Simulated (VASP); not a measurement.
A run of VASP 6.6.1:

The input INCAR:

```
SYSTEM = TaN
PREC = Accurate
ENCUT = 520
EDIFF = 1E-6
ISMEAR = 0
SIGMA = 0.02
LREAL = .FALSE.
LASPH = .TRUE.
NELM = 60
ALGO = Normal
ISIF = 2
LWAVE = .FALSE.
LCHARG = .FALSE.
GGA = CA
NBANDS = 15
```

Contents of KPOINTS:

```
Automatic mesh
0
G
  10 10 9
  0 0 0
```

File POSCAR:

```
TaN
1.0
    2.9380000000      0.0000000000      0.0000000000
   -1.4690000000      2.5443826363      0.0000000000
    0.0000000000      0.0000000000      2.8830000000
Ta N
1 1
Direct
    0.0000000000      0.0000000000      0.5000000000
    0.6666666667      0.3333333333      0.0000000000
```

Potentials or basis: VASP PAW LDA potentials, release 64 (Ta_pv, N).

The run is started by

```console
$ cat potpaw_LDA.64/Ta_pv/POTCAR potpaw_LDA.64/N/POTCAR > POTCAR
$ mpirun -np 1 vasp_std > vasp.out
```

Hardware: 1 thread of Intel Xeon 8259CL (shared host).

Question: How long does it take, and how much memory?

Answer: It took 23 s on 1 thread of Intel Xeon 8259CL (shared host), peak memory 0.14 GiB. Counts: scf iterations 12, k points 70.
